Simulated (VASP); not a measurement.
Runs of VASP 6.6.1 on Nb. The structure is that of space group P6_3/mmc (No. 194), or close to it. The cells are those of the table. 

```csv
cell,k mesh,gap on the mesh (eV),pressure (GPa)
"a = 2.879, b = 2.879, c = 10.544 Å, angles 90.0, 90.0, 120.0°, 4 atoms",12 × 12 × 4,none,-0.3
"a = 2.840, b = 2.840, c = 10.402 Å, angles 90.0, 90.0, 120.0°, 4 atoms",14 × 14 × 4,none,(b)
"a = 2.879, b = 2.879, c = 10.544 Å, angles 90.0, 90.0, 120.0°, 4 atoms",14 × 14 × 4,none,-0.3
"a = 2.917, b = 2.917, c = 10.683 Å, angles 90.0, 90.0, 120.0°, 4 atoms",14 × 14 × 4,none,-6.0
"a = 2.879, b = 2.879, c = 10.544 Å, angles 90.0, 90.0, 120.0°, 4 atoms",17 × 17 × 4,none,-0.3
"a = 2.800, b = 2.800, c = 10.255 Å, angles 90.0, 90.0, 120.0°, 4 atoms",14 × 14 × 4,none,14.9
"a = 2.759, b = 2.759, c = 10.105 Å, angles 90.0, 90.0, 120.0°, 4 atoms",14 × 14 × 4,none,24.9
"a = 2.990, b = 2.990, c = 10.950 Å, angles 90.0, 90.0, 120.0°, 4 atoms",14 × 14 × 4,none,(a)
```

Alike in all rows: task single point; level revPBE; potentials or basis VASP PAW PBE potentials, release 64 (Nb_sv); no spin polarisation; cutoff (eV) 520; smearing fermi-dirac 0.1 eV.

Task: Fill in the values left out.

Result: (a) -14.5; (b) 6.6.

Caveats: the PAW data sets were made with another functional, which shifts forces and pressure a little.

A k mesh can miss the band edges, and the runs leave out spin-orbit coupling on Nb.

A gap of «none» marks levels without a gap at the run's occupations.
